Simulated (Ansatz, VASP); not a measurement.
# ScNb in VASP and in Ansatz

Contents of INCAR:

```
SYSTEM = ScNb
PREC = Accurate
ENCUT = 500
EDIFF = 1E-6
ISMEAR = 0
SIGMA = 0.1
LREAL = .False.
LASPH = .True.
NELM = 120
ALGO = Normal
ISIF = 2
LWAVE = .False.
LCHARG = .True.
LELF = .True.
LVHAR = .True.
NBANDS = 19
GGA_COMPAT = .False.
```

File KPOINTS:

```
Automatic mesh
0
Gamma
  6 6 4
  0 0 0
```

Contents of POSCAR:

```
ScNb
1.0
    3.0656443612      0.0000000000      0.0000000000
   -1.5328221806      2.6549258957      0.0000000000
    0.0000000000      0.0000000000      5.0721940000
Sc Nb
1 1
Direct
    0.0000000000      0.0000000000      0.0000000000
    0.3333333333      0.6666666667      0.5000000000
```

Input for Ansatz:

```yaml
crystal:
  lattice:
    - [3.0656443612, 0.0, 0.0]
    - [-1.5328221806, 2.6549258957, 0.0]
    - [0.0, 0.0, 5.072194]
  atoms:
    - { symbol: Sc, position: [0.0, 0.0, 0.0] }
    - { symbol: Nb, position: [0.3333333333, 0.6666666667, 0.5] }
basis:
  ecutwfc: 420
kpoints:
  mp_grid: { grid: [6, 6, 4] }
hamiltonian:
  xc: lda
scf:
  occupations: { method: gaussian, width: 0.1 }
  max_iter: 89
output:
  forces: true
  stress: true
  eigenvalues: true
```

Alike in both runs: task single point; functional LDA; k mesh 6 × 6 × 4; occupations gaussian, width 0.1 eV; no spin polarisation.

|  | VASP | Ansatz |
| --- | --- | --- |
| version | VASP 6.6.1 | Ansatz 0.2.0 |
| potentials or method | VASP PAW LDA potentials, release 64 (Sc_sv, Nb_sv), cutoff 500 eV | scalar-relativistic, plane waves, PAW |
| valence electrons in the cell | 24 | 24 |

Ansatz gave:

- gap on the k mesh at the Fermi level (eV): none
- pressure (GPa): -7.7
- traceless stress, the component that is largest in VASP (GPa): 1.07

**Question.** What did VASP give for the same quantities?

**Answer.** gap on the k mesh at the Fermi level (eV): none; pressure (GPa): -7.6; traceless stress, the component that is largest in VASP (GPa): 1.11.

LDA's correlation is that of Perdew and Zunger in VASP and of Perdew and Wang (1992) in Ansatz. A gap of «none» marks a metal or a gap that the smearing closes.

The k mesh is coarse, so the values compare programs but aren't converged.
